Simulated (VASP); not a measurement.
# NbSi2 (P6_222) in VASP: relaxation of the atoms with PBE

Aim: the relaxation of the atoms of NbSi2 with PBE.

All numbers are computed with VASP 6.6.1; they aren't measurements. Logs are shortened: lines on timing, memory, paths and dates and some standing lists are left out, and cuts for length are marked.

## Step 1: The cell of the first run

It takes space group P6_222 (No. 180, hexagonal). The conventional cell has a = 4.819 Å, b = 4.819 Å, c = 6.592 Å, α = 90.00°, β = 90.00°, γ = 120.00°. Within 3.5 Å of Nb (site symmetry 222) lie 10 Si at 2.62 to 2.84 Å and 4 Nb at 3.26 Å. Si (site symmetry 2) has 9 Si at 2.57 to 3.33 Å and 5 Nb at 2.62 to 2.84 Å within 3.4 Å.

## Step 2: Relaxation of the atoms, PBE

Input file INCAR:

```
SYSTEM = NbSi2
ALGO = Normal ; EDIFF = 1E-6
EDIFFG = -0.02 ; ENCUT = 520
GGA = PE ; IBRION = 2
ISIF = 2 ; ISMEAR = -1
KPAR = 4 ; LASPH = .TRUE.
LCHARG = .FALSE. ; LREAL = .FALSE.
LWAVE = .FALSE. ; NELM = 60
NSW = 80 ; PREC = Accurate
SIGMA = 0.05
```

Input file KPOINTS:

```
k-points
0
G
  8 8 5
  0 0 0
```

Input file POSCAR:

```
NbSi2
1.0
    4.8190015498      0.0000000000      0.0000000000
   -2.4095007749      4.1733777630      0.0000000000
    0.0000000000      0.0000000000      6.5920000000
Nb Si
3 6
Direct
    0.5000000000      0.0000000000      0.5000000000
    0.5000000000      0.5000000000      0.8333333333
    0.0000000000      0.5000000000      0.1666666667
    0.1599000000      0.3198000000      0.5000000000
    0.8401000000      0.1599000000      0.8333333333
    0.6802000000      0.8401000000      0.1666666667
    0.8401000000      0.6802000000      0.5000000000
    0.1599000000      0.8401000000      0.8333333333
    0.3198000000      0.1599000000      0.1666666667
```

Potentials or basis: VASP PAW PBE potentials, release 64 (Nb_sv, Si).

On the command line:

```sh
$ cat potpaw_PBE.64/Nb_sv/POTCAR potpaw_PBE.64/Si/POTCAR > POTCAR
$ mpirun -np 4 vasp_std > vasp.out
```

OUTCAR:

```text
SYSTEM = NbSi2
   EDIFF = 1E-6
   EDIFFG = -0.02
   ENCUT = 520
   GGA = PE
   IBRION = 2
   ISIF = 2
   ISMEAR = -1
   LASPH = .TRUE.
   LREAL = .FALSE.
   NELM = 60
   NSW = 80
   PREC = Accurate

 ion  position               nearest neighbor table
   1  0.500  0.000  0.500-   5 2.62   6 2.62   8 2.62   9 2.62   7 2.75   4 2.75   4 2.75   7 2.75
                             4 2.84   7 2.84
   2  0.500  0.500  0.833-   4 2.62   7 2.62   6 2.62   9 2.62   5 2.75   8 2.75   8 2.75   5 2.75
                             8 2.84   5 2.84
   3  0.000  0.500  0.167-   4 2.62   7 2.62   5 2.62   8 2.62   9 2.75   6 2.75   9 2.75   6 2.75
                             6 2.84   9 2.84
   4  0.160  0.320  0.500-   5 2.57   9 2.57   2 2.62   3 2.62   7 2.67   1 2.75   1 2.75   1 2.84
                             7 2.84   7 2.84
   5  0.840  0.160  0.833-   4 2.57   6 2.57   1 2.62   3 2.62   8 2.67   2 2.75   2 2.75   2 2.84
                             8 2.84   8 2.84
   6  0.680  0.840  0.167-   7 2.57   5 2.57   1 2.62   2 2.62   9 2.67   3 2.75   3 2.75   3 2.84
                             9 2.84   9 2.84
   7  0.840  0.680  0.500-   6 2.57   8 2.57   2 2.62   3 2.62   4 2.67   1 2.75   1 2.75   1 2.84
                             4 2.84   4 2.84
   8  0.160  0.840  0.833-   7 2.57   9 2.57   1 2.62   3 2.62   5 2.67   2 2.75   2 2.75   2 2.84
                             5 2.84   5 2.84
   9  0.320  0.160  0.167-   4 2.57   8 2.57   1 2.62   2 2.62   6 2.67   3 2.75   3 2.75   3 2.84
                             6 2.84   6 2.84

  LATTYP: Found a hexagonal cell.
 ALAT       =     4.8190015498
 C/A-ratio  =     1.3679182154

  Lattice vectors:

 A1 = (   4.8190015498,   0.0000000000,   0.0000000000)
 A2 = (  -2.4095007749,   4.1733777630,   0.0000000000)
 A3 = (   0.0000000000,   0.0000000000,   6.5920000000)

Analysis of symmetry for initial positions (statically):
=====================================================================
 Subroutine PRICEL returns:
 Original cell was already a primitive cell.

 Routine SETGRP: Setting up the symmetry group for a
 hexagonal supercell.

 Subroutine GETGRP returns: Found 12 space group operations
 (whereof  4 operations were pure point group operations)
 out of a pool of 24 trial point group operations.

The static configuration has the point symmetry D_2 .
 The point group associated with its full space group is D_6 .

Analysis of symmetry for dynamics (positions and initial velocities):
=====================================================================
 Subroutine PRICEL returns:
 Original cell was already a primitive cell.

 Routine SETGRP: Setting up the symmetry group for a
 hexagonal supercell.

 Subroutine GETGRP returns: Found 12 space group operations
 (whereof  4 operations were pure point group operations)
 out of a pool of 24 trial point group operations.

The dynamic configuration has the point symmetry D_2 .
 The point group associated with its full space group is D_6 .

 Subroutine INISYM returns: Found 12 space group operations
 (whereof  4 operations are pure point group operations),
 and found     1 'primitive' translations

----------------------------------------------------------------------------------------

                                     Primitive cell

  volume of cell :     132.5751

  direct lattice vectors                    reciprocal lattice vectors
     4.819001550  0.000000000  0.000000000     0.207511865  0.119807031  0.000000000
    -2.409500775  4.173377763  0.000000000     0.000000000  0.239614062  0.000000000
     0.000000000  0.000000000  6.592000000     0.000000000  0.000000000  0.151699029

  length of vectors
     4.819001550  4.819001550  6.592000000     0.239614062  0.239614062  0.151699029

  position of ions in fractional coordinates (direct lattice)
     0.500000000  0.000000000  0.500000000
     0.500000000  0.500000000  0.833333333
     0.000000000  0.500000000  0.166666667
     0.159900000  0.319800000  0.500000000
     0.840100000  0.159900000  0.833333333
     0.680200000  0.840100000  0.166666667
     0.840100000  0.680200000  0.500000000
     0.159900000  0.840100000  0.833333333
     0.319800000  0.159900000  0.166666667

  ion indices of the primitive-cell ions
   primitive index   ion index
                 1           1
                 2           2
                 3           3
                 4           4
                 5           5
                 6           6
                 7           7
                 8           8
                 9           9

----------------------------------------------------------------------------------------

 KPOINTS: k-points

Automatic generation of k-mesh.
 Grid dimensions read from file:
 generate k-points for:    8    8    5

 Generating k-lattice:

  Cartesian coordinates                     Fractional coordinates (reciprocal lattice)
     0.025938983  0.014975879  0.000000000     0.125000000  0.000000000  0.000000000
     0.000000000  0.029951758  0.000000000     0.000000000  0.125000000  0.000000000
     0.000000000  0.000000000  0.030339806     0.000000000  0.000000000  0.200000000

  Length of vectors
     0.029951758  0.029951758  0.030339806

  Shift w.r.t. Gamma in fractional coordinates (k-lattice)
     0.000000000  0.000000000  0.000000000

 Subroutine IBZKPT returns following result:
 ===========================================

 Found     30 irreducible k-points:

 Following reciprocal coordinates:
            Coordinates               Weight
  0.000000  0.000000  0.000000      1.000000
  0.125000  0.000000  0.000000      6.000000
  0.250000  0.000000  0.000000      6.000000
  0.375000  0.000000  0.000000      6.000000
  0.500000  0.000000  0.000000      3.000000
  0.125000  0.125000  0.000000      6.000000
[... 16 lines left out ...]
  0.250000  0.000000  0.400000     12.000000
  0.375000  0.000000  0.400000     12.000000
 [... further k-points ...]
   k-points           NKPTS =     30   k-points in BZ     NKDIM =     30   number of bands    NBANDS=     37
   number of dos      NEDOS =    301   number of ions     NIONS =      9
   total plane-waves  NPLWV =  64800
   dimension x,y,z NGX =    36 NGY =   36 NGZ =   50
   dimension x,y,z NGXF=    72 NGYF=   72 NGZF=  100
   ions per type =               3   6
   NGX,Y,Z   is equivalent  to a cutoff of  12.42, 12.42, 12.61 a.u.
   NGXF,Y,Z  is equivalent  to a cutoff of  24.84, 24.84, 25.22 a.u.
 SYSTEM =  NbSi2
   PREC   = accura    normal or accurate (medium, high low for compatibility)
   ISTART =      0    job   : 0-new  1-cont  2-samecut
   ICHARG =      2    charge: 1-file 2-atom 10-const
   ISPIN  =      1    spin polarized calculation?
   LNONCOLLINEAR =      F non collinear calculations
   LSORBIT =      F    spin-orbit coupling
   LASPH  =      T    aspherical Exc in radial PAW
   ENCUT  =  520.0 eV  38.22 Ry    6.18 a.u.   8.96  8.96 12.26*2*pi/ulx,y,z
   NELM   =     60;   NELMIN=  2; NELMDL= -5     # of ELM steps
   EDIFF  = 0.1E-05   stopping-criterion for ELM
   LREAL  =      F    real-space projection
   EDIFFG = -.2E-01   stopping-criterion for IOM
   NSW    =     80    number of steps for IOM
   IBRION =      2    ionic relax: 0-MD 1-quasi-New 2-CG
   NFREE  =      1    steps in history (QN), initial steepest desc. (CG)
   ISIF   =      2    stress and relaxation
   ISYM   =      2    0-nonsym 1-usesym 2-fastsym
   POTIM  = 0.5000    time-step for ionic-motion
   TEBEG  =    0.0;   TEEND  =   0.0 temperature during run
   PSTRESS=    0.0 pullay stress
   NELECT =      63.0000    total number of electrons
   NUPDOWN=      -1.0000    fix difference up-down
   EMIN   =  10.00;   EMAX   =-10.00  energy-range for DOS
   EFERMI =   0.00;   METHOD = LEGACY
   ISMEAR =    -1;   SIGMA  =   0.05  broadening in eV -4-tet -1-fermi 0-gaus
   EFERMI_NEDOS =   21; number of points for ismear=-14 and -15
   IALGO  =     38    algorithm
   IMIX   =      4    mixing-type and parameters
     AMIX     =   0.40;   BMIX     =  1.00
     AMIX_MAG =   1.60;   BMIX_MAG =  1.00
  volume/ion in A,a.u.               =      14.73        99.41
  Fermi-wavevector in a.u.,A,eV,Ry     =   1.277520  2.414163 22.205487  1.632057
  Thomas-Fermi vector in A             =   2.410115
   LORBIT       =      0    0 simple, 1 ext, 2 COOP (PROOUT), +10 PAW based schemes
   GGA     = PE    functional components
   LHFCALC =     F    Hartree Fock is set to
   AEXX    =    0.0000 exact exchange contribution
   IVDW    =     0    specifies the selected vdW correction
   LEPSILON=     F    determine dielectric tensor
   LRPA    =     F    only Hartree local field effects (RPA)
 conjugate gradient relaxation of ions
 non-spin polarized calculation
  energy-cutoff  :      520.00
  volume of cell :      132.58
 maximum number of plane-waves:      3595
 NGX is ok and might be reduce to    36
   NGX = 17   NGY = 17   NGZ = 25

--------------------------------------- Ionic step        1  -------------------------------------------

 number of electron      63.0000001 magnetization

 Free energy of the ion-electron system (eV)
  ---------------------------------------------------
  ext. energy  EPLUGINS =         0.00000000
  ---------------------------------------------------
  free energy    TOTEN  =       -68.24231955 eV

  energy without entropy =      -68.21734578  energy(sigma->0) =      -68.22983267

------------------------ aborting loop because EDIFF is reached ----------------------------------------

  FORCE on cell =-STRESS in cart. coord.  units (eV):
  Direction    XX          YY          ZZ          XY          YZ          ZX
  --------------------------------------------------------------------------------------
  -------------------------------------------------------------------------------------
  Total       -0.4669726     -0.4669726      0.8446097      0.0000000      0.0000000      0.0000000
  in kB       -5.6433891     -5.6433891     10.2071543      0.0000000      0.0000000      0.0000000
  external PRESSURE =      -0.3598746 kB  Pullay stress =       0.0000000 kB
[... 71 lines left out ...]
  energy  without entropy=      -68.2189056932  energy(sigma->0) =      -68.23123393

--------------------------------------- Ionic step        3  -------------------------------------------

 number of electron      63.0000001 magnetization

 Free energy of the ion-electron system (eV)
  ---------------------------------------------------
  ext. energy  EPLUGINS =         0.00000000
  ---------------------------------------------------
  free energy    TOTEN  =       -68.24382950 eV

  energy without entropy =      -68.21937273  energy(sigma->0) =      -68.23160111

 E-fermi :  11.2862     XC(G=0): -11.9544

 val. band max:       11.2835616491   @ k =   0.3750   0.1250   0.2000
 cond. band min:      11.3102563853   @ k =   0.5000   0.0000   0.0000
 fundamental gap:      0.0266947362
 Fermi energy:        11.2862167824

 k-point     1 :       0.0000    0.0000    0.0000
  band No.  band energies     occupation
      1     -43.3536      2.00000
      2     -43.3181      2.00000
      3     -43.3181      2.00000
      4     -19.5843      2.00000
      5     -19.5843      2.00000
      6     -19.5798      2.00000
[... 949 lines left out ...]
     36      13.3189      0.00000
     37      13.9400      0.00000

 [... further k-points ...]

------------------------ aborting loop because EDIFF is reached ----------------------------------------

  FORCE on cell =-STRESS in cart. coord.  units (eV):
  Direction    XX          YY          ZZ          XY          YZ          ZX
  --------------------------------------------------------------------------------------
  -------------------------------------------------------------------------------------
  Total       -0.4160513     -0.4160513      0.7552964      0.0000000     -0.0000000      0.0000000
  in kB       -5.0280026     -5.0280026      9.1277977      0.0000000     -0.0000000      0.0000000
  external PRESSURE =      -0.3094025 kB  Pullay stress =       0.0000000 kB
[... 24 lines left out ...]
  FREE ENERGIE OF THE ION-ELECTRON SYSTEM (eV)
  ---------------------------------------------------
  free  energy   TOTEN  =       -68.2438294965 eV

  energy  without entropy=      -68.2193727289  energy(sigma->0) =      -68.23160111

 reached required accuracy - stopping structural energy minimisation
```

Run time: 98 s. Hardware: 4 MPI ranks of Intel Xeon Platinum 8259CL at 2.50GHz (Skylake/Cascade Lake), shared host; peak memory 0.31 GiB.

What came out:

| Item | Value |
| --- | --- |
| Free energy | -68.2438 eV |
| Energy gained by relaxing | 0.2 meV/atom |
| Ionic steps | 3 |
| Pressure after relaxing | 0.0 GPa |
| Band gap on the k mesh | zero (an odd number of electrons rules out a gap without spin polarisation) |

The path:
| step | energy change (eV) | largest force (eV/Å) | pressure (GPa) |
| --- | --- | --- | --- |
| 1 | 0.0000 | 0.0777 | -0.04 |
| 2 | -0.0012 | 0.0324 | -0.03 |
| 3 | -0.0015 | 0.0018 | -0.03 |

Final structure:
```xyz
9
Lattice="4.8190 0.0000 0.0000 -2.4095 4.1734 0.0000 0.0000 0.0000 6.5920" Properties=species:S:1:pos:R:3 pbc="T T T"
Nb    2.4095    0.0000    3.2960
Nb    1.2047    2.0867    5.4933
Nb   -1.2047    2.0867    1.0987
Si    0.0000    1.3283    3.2960
Si    3.6686    0.6642    5.4933
Si    1.2591    3.5092    1.0987
Si    2.4095    2.8450    3.2960
Si   -1.2591    3.5092    5.4933
Si    1.1504    0.6642    1.0987
```

The gap in the log of VASP goes by the Fermi energy; the results here count the filled bands.